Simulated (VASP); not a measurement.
A run of VASP 6.6.1 is set up as follows.

The input INCAR:

```
  PREC = Accurate
  ENCUT = 600
  EDIFF = 1E-6
  ISMEAR = 0
  SIGMA = 0.1
  LREAL = F
  LASPH = T
  NELM = 100
  ALGO = Normal
  ISIF = 3
  LWAVE = F
  LCHARG = F
  GGA = PE
  IBRION = 2
  NSW = 100
  EDIFFG = -0.01
```

The input KPOINTS:

```
regular mesh
0
Gamma
  12 12 4
```

The input POSCAR:

```
Be2CdS2
1.0
    2.9764535329     -1.7160526361      0.0000000000
    2.9764535329      1.7160526361      0.0000000000
   -1.3190595240      0.0000000000     10.2679324735
Be Cd S
2 1 2
Direct
    0.1836168328      0.1836168328      0.5770961158
    0.8163831672      0.8163831672      0.4229038842
    0.5000000000      0.5000000000      0.0000000000
    0.1361744654      0.1361744654      0.3625859583
    0.8638255346      0.8638255346      0.6374140417
```

Potentials or basis: VASP PAW PBE potentials, release 64 (Be, Cd, S).

Launch:

```sh
$ cat potpaw_PBE.64/Be/POTCAR potpaw_PBE.64/Cd/POTCAR potpaw_PBE.64/S/POTCAR > POTCAR
$ mpirun -np 1 vasp_std > vasp.out
```

(1) Predict the band gap on the k mesh.

(2) Estimate the relaxed volume.

(3) Predict the relaxed cell.

Results:

(1) zero (bands 14 and 15 overlap by 0.37 eV).

(2) 21.14 Å³/atom.

(3) a = 3.449 Å, b = 3.449 Å, c = 10.345 Å, α = 96.35°, β = 96.35°, γ = 59.98°.

Caveat: semilocal functionals underestimate gaps, and a narrow one can read as zero.
